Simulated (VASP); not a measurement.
# Ge (Imma) in VASP: notebook

Aim: see how the results for Ge move with the level of theory and the settings. Levels: PBE, BLYP. Tasks: single point.

Program: VASP 6.6.1. These are calculated values, not measurements. Logs are shortened: lines on timing, memory, paths and dates and some standing lists are left out, and cuts for length are marked.

**1. The cell of the first run**

Symmetry: Imma, No. 74, orthorhombic system. The conventional cell has a = 4.992 Å, b = 5.302 Å, c = 2.874 Å, α = 90.00°, β = 90.00°, γ = 90.00°. Within 3.5 Å of Ge (site symmetry mm2) lie 8 Ge at 2.68 to 3.08 Å.

**2. Single point, PBE**

The input, INCAR:

```
SYSTEM = Ge
ALGO     = Normal         ! electronic algorithm
EDIFF    = 1E-6           ! SCF threshold, eV
ENCUT    = 500            ! plane-wave cutoff, eV
GGA      = PE             ! functional
GGA_COMPAT= .False.      
ISIF     = 2              ! what is computed and relaxed
ISMEAR   = 0              ! smearing method
LASPH    = .True.         ! aspherical terms in the spheres
LCHARG   = .False.        ! write CHGCAR
LREAL    = .False.        ! projectors in reciprocal space
LWAVE    = .False.        ! write WAVECAR
NBANDS   = 21             ! bands
NELM     = 120            ! most SCF steps
PREC     = Accurate       ! precision mode
SIGMA    = 0.027000000000000003 ! smearing width, eV
```

The input, KPOINTS:

```
k-points
0
Gamma
  11 11 11
  0 0 0
```

The input, POSCAR:

```
Ge
1.0
   -2.4958980000      2.6508630000      1.4369470000
    2.4958980000     -2.6508630000      1.4369470000
    2.4958980000      2.6508630000     -1.4369470000
Ge
2
Direct
    0.3140570000      0.0640570000      0.2500000000
    0.6859430000      0.9359430000      0.7500000000
```

Potentials or basis: VASP PAW PBE potentials, release 64 (Ge_d).

The run is started by

```bash
cat potpaw_PBE.64/Ge_d/POTCAR > POTCAR
mpirun -np 1 vasp_std > vasp.out
```

OUTCAR:

```text
SYSTEM = Ge
   EDIFF = 1E-6
   ENCUT = 500
   GGA = PE
   ISIF = 2
   ISMEAR = 0
   LASPH = .True.
   LREAL = .False.
   NELM = 120
   PREC = Accurate

 ion  position               nearest neighbor table
   1  0.314  0.064  0.250-   2 2.68   2 2.68   2 2.72   2 2.72
   2  0.686  0.936  0.750-   1 2.68   1 2.68   1 2.72   1 2.72

  LATTYP: Found a body centered orthorhombic cell.
 ALAT       =     2.8738940000
 B/A-ratio  =     1.7369450648
 C/A-ratio  =     1.8447882907

  Lattice vectors:

 A1 = (   2.4958980000,  -2.6508630000,   1.4369470000)
 A2 = (  -2.4958980000,  -2.6508630000,  -1.4369470000)
 A3 = (   2.4958980000,   2.6508630000,  -1.4369470000)

Analysis of symmetry for initial positions (statically):
=====================================================================
 Subroutine PRICEL returns:
 Original cell was already a primitive cell.

 Routine SETGRP: Setting up the symmetry group for a
 body centered orthorhombic supercell.

 Subroutine GETGRP returns: Found  8 space group operations
 (whereof  4 operations were pure point group operations)
 out of a pool of  8 trial point group operations.

The static configuration has the point symmetry C_2h.
 The point group associated with its full space group is D_2h.

Analysis of symmetry for dynamics (positions and initial velocities):
=====================================================================
 Subroutine PRICEL returns:
 Original cell was already a primitive cell.

 Routine SETGRP: Setting up the symmetry group for a
 body centered orthorhombic supercell.

 Subroutine GETGRP returns: Found  8 space group operations
 (whereof  4 operations were pure point group operations)
 out of a pool of  8 trial point group operations.

The dynamic configuration has the point symmetry C_2h.
 The point group associated with its full space group is D_2h.

 Subroutine INISYM returns: Found  8 space group operations
 (whereof  4 operations are pure point group operations),
 and found     1 'primitive' translations

----------------------------------------------------------------------------------------

                                     Primitive cell

  volume of cell :      38.0290

  direct lattice vectors                    reciprocal lattice vectors
    -2.495898000  2.650863000  1.436947000     0.000000000  0.188617820  0.347959946
     2.495898000 -2.650863000  1.436947000     0.200328699  0.000000000  0.347959946
     2.495898000  2.650863000 -1.436947000     0.200328699  0.188617820  0.000000000

  length of vectors
     3.914255760  3.914255760  3.914255760     0.395793893  0.401506801  0.275151358

  position of ions in fractional coordinates (direct lattice)
     0.314057000  0.064057000  0.250000000
     0.685943000  0.935943000  0.750000000

  ion indices of the primitive-cell ions
   primitive index   ion index
                 1           1
                 2           2

----------------------------------------------------------------------------------------

 KPOINTS: k-points

Automatic generation of k-mesh.
 Grid dimensions read from file:
 generate k-points for:   11   11   11

 Generating k-lattice:

  Cartesian coordinates                     Fractional coordinates (reciprocal lattice)
     0.000000000  0.017147075  0.031632722     0.090909091 -0.000000000  0.000000000
     0.018211700  0.000000000  0.031632722    -0.000000000  0.090909091  0.000000000
     0.018211700  0.017147075  0.000000000     0.000000000  0.000000000  0.090909091

  Length of vectors
     0.035981263  0.036500618  0.025013760

  Shift w.r.t. Gamma in fractional coordinates (k-lattice)
     0.000000000  0.000000000  0.000000000

 Subroutine IBZKPT returns following result:
 ===========================================

 Found    216 irreducible k-points:

 Following reciprocal coordinates:
            Coordinates               Weight
  0.000000  0.000000  0.000000      1.000000
  0.090909  0.000000 -0.000000      4.000000
  0.181818  0.000000 -0.000000      4.000000
  0.272727  0.000000 -0.000000      4.000000
  0.363636  0.000000 -0.000000      4.000000
  0.454545  0.000000 -0.000000      4.000000
[... 16 lines left out ...]
  0.454545  0.181818 -0.000000      8.000000
 -0.454545  0.181818  0.000000      8.000000
 [... further k-points ...]
   k-points           NKPTS =    216   k-points in BZ     NKDIM =    216   number of bands    NBANDS=     21
   number of dos      NEDOS =    301   number of ions     NIONS =      2
   total plane-waves  NPLWV =  27000
   dimension x,y,z NGX =    30 NGY =   30 NGZ =   30
   dimension x,y,z NGXF=    60 NGYF=   60 NGZF=   60
   ions per type =               2
   NGX,Y,Z   is equivalent  to a cutoff of  12.74, 12.74, 12.74 a.u.
   NGXF,Y,Z  is equivalent  to a cutoff of  25.48, 25.48, 25.48 a.u.
 SYSTEM =  Ge
   PREC   = accura    normal or accurate (medium, high low for compatibility)
   ISTART =      0    job   : 0-new  1-cont  2-samecut
   ICHARG =      2    charge: 1-file 2-atom 10-const
   ISPIN  =      1    spin polarized calculation?
   LNONCOLLINEAR =      F non collinear calculations
   LSORBIT =      F    spin-orbit coupling
   LASPH  =      T    aspherical Exc in radial PAW
   ENCUT  =  500.0 eV  36.75 Ry    6.06 a.u.   7.14  7.14  7.14*2*pi/ulx,y,z
   NELM   =    120;   NELMIN=  2; NELMDL= -5     # of ELM steps
   EDIFF  = 0.1E-05   stopping-criterion for ELM
   LREAL  =      F    real-space projection
   EDIFFG = 0.1E-04   stopping-criterion for IOM
   NSW    =      0    number of steps for IOM
   IBRION =     -1    ionic relax: 0-MD 1-quasi-New 2-CG
   NFREE  =      0    steps in history (QN), initial steepest desc. (CG)
   ISIF   =      2    stress and relaxation
   ISYM   =      2    0-nonsym 1-usesym 2-fastsym
   POTIM  = 0.5000    time-step for ionic-motion
   TEBEG  =    0.0;   TEEND  =   0.0 temperature during run
   PSTRESS=    0.0 pullay stress
   NELECT =      28.0000    total number of electrons
   NUPDOWN=      -1.0000    fix difference up-down
   EMIN   =  10.00;   EMAX   =-10.00  energy-range for DOS
   EFERMI =   0.00;   METHOD = LEGACY
   ISMEAR =     0;   SIGMA  =   0.03  broadening in eV -4-tet -1-fermi 0-gaus
   EFERMI_NEDOS =   21; number of points for ismear=-14 and -15
   IALGO  =     38    algorithm
   IMIX   =      4    mixing-type and parameters
     AMIX     =   0.40;   BMIX     =  1.00
     AMIX_MAG =   1.60;   BMIX_MAG =  1.00
  volume/ion in A,a.u.               =      19.01       128.32
  Fermi-wavevector in a.u.,A,eV,Ry     =   1.478277  2.793539 29.732860  2.185304
  Thomas-Fermi vector in A             =   2.592578
   LORBIT       =      0    0 simple, 1 ext, 2 COOP (PROOUT), +10 PAW based schemes
   GGA     = PE    functional components
   LHFCALC =     F    Hartree Fock is set to
   AEXX    =    0.0000 exact exchange contribution
   IVDW    =     0    specifies the selected vdW correction
   LEPSILON=     F    determine dielectric tensor
   LRPA    =     F    only Hartree local field effects (RPA)
 non-spin polarized calculation
 Gauss-broadening in eV      SIGMA  =   0.03
  energy-cutoff  :      500.00
  volume of cell :       38.03
 maximum number of plane-waves:       981
 NGX is ok and might be reduce to    30
   NGX = 15   NGY = 15   NGZ = 15

 number of electron      28.0000014 magnetization

 Free energy of the ion-electron system (eV)
  ---------------------------------------------------
  ext. energy  EPLUGINS =         0.00000000
  ---------------------------------------------------
  free energy    TOTEN  =        -8.55761080 eV

  energy without entropy =       -8.55719015  energy(sigma->0) =       -8.55740047

 E-fermi :   6.5558     XC(G=0): -11.1900

 val. band max:        6.5550580112   @ k =   0.4545   0.1818  -0.0000
 cond. band min:       6.5574093395   @ k =   0.4545   0.4545  -0.0000
 fundamental gap:      0.0023513283
 Fermi energy:         6.5558344130

 k-point     1 :       0.0000    0.0000    0.0000
  band No.  band energies     occupation
      1     -18.2237      2.00000
      2     -18.1481      2.00000
      3     -18.1457      2.00000
      4     -18.1416      2.00000
      5     -18.1094      2.00000
      6     -18.0730      2.00000
[... 13 lines left out ...]
     20      17.2445      0.00000
     21      19.1764      0.00000

 k-point     2 :       0.0909    0.0000   -0.0000
  band No.  band energies     occupation
      1     -18.2175      2.00000
      2     -18.1417      2.00000
      3     -18.1376      2.00000
      4     -18.1340      2.00000
      5     -18.1110      2.00000
      6     -18.0755      2.00000
[... 13 lines left out ...]
     20      17.4964      0.00000
     21      18.4990      0.00000

 k-point     3 :       0.1818    0.0000   -0.0000
  band No.  band energies     occupation
      1     -18.2004      2.00000
      2     -18.1269      2.00000
      3     -18.1220      2.00000
      4     -18.1146      2.00000
      5     -18.1064      2.00000
      6     -18.0796      2.00000
[... 13 lines left out ...]
     20      15.7125      0.00000
     21      18.6430      0.00000

 k-point     4 :       0.2727    0.0000   -0.0000
  band No.  band energies     occupation
      1     -18.1769      2.00000
      2     -18.1215      2.00000
      3     -18.1075      2.00000
      4     -18.1037      2.00000
      5     -18.0745      2.00000
      6     -18.0719      2.00000
[... 13 lines left out ...]
     20      14.5364      0.00000
     21      19.2465      0.00000

 k-point     5 :       0.3636    0.0000   -0.0000
  band No.  band energies     occupation
      1     -18.1524      2.00000
      2     -18.1216      2.00000
      3     -18.0974      2.00000
      4     -18.0925      2.00000
      5     -18.0764      2.00000
      6     -18.0757      2.00000
[... 13 lines left out ...]
     20      15.0712      0.00000
     21      20.3876      0.00000

 k-point     6 :       0.4545    0.0000   -0.0000
  band No.  band energies     occupation
      1     -18.1325      2.00000
      2     -18.1160      2.00000
      3     -18.1026      2.00000
      4     -18.0993      2.00000
      5     -18.0869      2.00000
      6     -18.0707      2.00000
[... 13 lines left out ...]
     20      17.5554      0.00000
     21      18.2010      0.00000

 k-point     7 :       0.0000    0.0909   -0.0000
  band No.  band energies     occupation
      1     -18.2194      2.00000
      2     -18.1425      2.00000
      3     -18.1379      2.00000
      4     -18.1378      2.00000
      5     -18.1053      2.00000
      6     -18.0772      2.00000
[... 13 lines left out ...]
     20      17.5493      0.00000
     21      17.6539      0.00000
[... 291 lines left out ...]
      1     -18.1865      2.00000
      2     -18.1263      2.00000
      3     -18.1173      2.00000
      4     -18.1069      2.00000
      5     -18.0874      2.00000
      6     -18.0511      2.00000
[... 13 lines left out ...]
     20      14.7751      0.00000
     21      17.2485      0.00000

 k-point    21 :       0.2727    0.1818   -0.0000
  band No.  band energies     occupation
      1     -18.1726      2.00000
      2     -18.1244      2.00000
      3     -18.1225      2.00000
      4     -18.0963      2.00000
      5     -18.0733      2.00000
      6     -18.0669      2.00000
[... 13 lines left out ...]
     20      16.5909      0.00000
     21      18.5572      0.00000

 k-point    22 :       0.3636    0.1818   -0.0000
  band No.  band energies     occupation
      1     -18.1576      2.00000
      2     -18.1305      2.00000
      3     -18.1152      2.00000
      4     -18.0834      2.00000
      5     -18.0785      2.00000
      6     -18.0537      2.00000
[... 13 lines left out ...]
     20      17.5634      0.00000
     21      18.7899      0.00000

 k-point    23 :       0.4545    0.1818   -0.0000
  band No.  band energies     occupation
      1     -18.1503      2.00000
      2     -18.1231      2.00000
      3     -18.1036      2.00000
      4     -18.0962      2.00000
      5     -18.0731      2.00000
      6     -18.0489      2.00000
[... 13 lines left out ...]
     20      17.3569      0.00000
     21      18.4923      0.00000

 k-point    24 :      -0.4545    0.1818    0.0000
  band No.  band energies     occupation
      1     -18.1528      2.00000
      2     -18.1185      2.00000
      3     -18.1087      2.00000
      4     -18.0922      2.00000
      5     -18.0845      2.00000
      6     -18.0508      2.00000
[... 13 lines left out ...]
     20      17.3665      0.00000
     21      17.5509      0.00000

 [... further k-points ...]

------------------------ aborting loop because EDIFF is reached ----------------------------------------

  FORCE on cell =-STRESS in cart. coord.  units (eV):
  Direction    XX          YY          ZZ          XY          YZ          ZX
  --------------------------------------------------------------------------------------
  -------------------------------------------------------------------------------------
  Total        0.5378179     -0.0856424      0.1901177      0.0000000      0.0000000      0.0000000
  in kB       22.6584899     -3.6081489      8.0097370      0.0000000      0.0000000      0.0000000
  external PRESSURE =       9.0200260 kB  Pullay stress =       0.0000000 kB

 VOLUME and BASIS-vectors are now :
 -----------------------------------------------------------------------------
  energy-cutoff  :      500.00
  volume of cell :       38.03
      direct lattice vectors                 reciprocal lattice vectors
    -2.495898000  2.650863000  1.436947000     0.000000000  0.188617820  0.347959946
     2.495898000 -2.650863000  1.436947000     0.200328699  0.000000000  0.347959946
     2.495898000  2.650863000 -1.436947000     0.200328699  0.188617820  0.000000000

 POSITION                                       TOTAL-FORCE (eV/Angst)
 -----------------------------------------------------------------------------------
      0.00000      1.32543      0.18409         0.000000     -0.000000      0.062324
      2.49590      1.32543      1.25285        -0.000000      0.000000     -0.062324
 -----------------------------------------------------------------------------------
    total drift:                               -0.000000     -0.000000      0.000000

  FREE ENERGIE OF THE ION-ELECTRON SYSTEM (eV)
  ---------------------------------------------------
  free  energy   TOTEN  =        -8.5576107970 eV

  energy  without entropy=       -8.5571901481  energy(sigma->0) =       -8.55740047
```

Run time: 1.7 min. Hardware: 1 thread of Intel Xeon 6975P-C, shared host; peak memory 0.26 GiB.

Results:

- Free energy: -8.5576 eV
- Pressure: 0.9 GPa
- Largest force: 0.062 eV/Å
- Band gap on the k mesh: zero (band 14 reaches 8.62 eV, above the bottom of band 15 at 3.41 eV)

Forces in eV/Å, atoms in the order of the input:
```
Ge   0.000  0.000  0.062
Ge   0.000  0.000 -0.062
```

(Continued in part 2 of 2.)
